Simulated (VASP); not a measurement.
Crystal: FeGe.

```
CELL_PARAMETERS angstrom
4.68900 0.00000 0.00000
0.00000 4.68900 0.00000
0.00000 0.00000 4.68900
ATOMIC_POSITIONS crystal
Ge 0.15800 0.34200 0.65800
Ge 0.34200 0.65800 0.15800
Ge 0.65800 0.15800 0.34200
Ge 0.84200 0.84200 0.84200
Fe 0.86500 0.63500 0.36500
Fe 0.63500 0.36500 0.86500
Fe 0.36500 0.86500 0.63500
Fe 0.13500 0.13500 0.13500
```

Program: VASP 6.6.1. Alike in all runs: task single point; cell as given; smearing fermi-dirac 0.05 eV.

Q: Order these runs on this cell by their pressure, lowest first.
A. level LDA; potentials or basis VASP PAW LDA potentials, release 64 (Ge_d, Fe); spin collinear, ferromagnetic start; k mesh 6 × 6 × 6; cutoff (eV) 600
B. level PBEsol; potentials or basis VASP PAW PBE potentials, release 64 (Ge_d, Fe); spin collinear, ferromagnetic start; fixed moment (μB) 6.0; k mesh 5 × 5 × 5; cutoff (eV) 520
C. level PBEsol; potentials or basis VASP PAW PBE potentials, release 64 (Ge_d, Fe); spin collinear, ferromagnetic start; fixed moment (μB) 3.0; k mesh 5 × 5 × 5; cutoff (eV) 520
D. level PBEsol; potentials or basis VASP PAW PBE potentials, release 64 (Ge_d, Fe); spin collinear, zero start; fixed moment (μB) 0.0; k mesh 5 × 5 × 5; cutoff (eV) 520
E. level PBEsol; potentials or basis VASP PAW PBE potentials, release 64 (Ge_d, Fe); spin collinear, ferromagnetic start; fixed moment (μB) 9.0; k mesh 5 × 5 × 5; cutoff (eV) 520

A: A (-14.9 GPa), D (-12.6 GPa), C (-11.1 GPa), B (-5.8 GPa), E (3.6 GPa).

Caveats: the cell stands under tension (at least some runs); the PAW data sets were made with another functional, which shifts forces and pressure a little (at least some runs); the total moment is fixed, so each spin has its own Fermi level and the state may be an excited one (at least some runs); the cell stands under pressure (at least some runs); the total moment is fixed, so each spin has its own Fermi level (at least some runs).
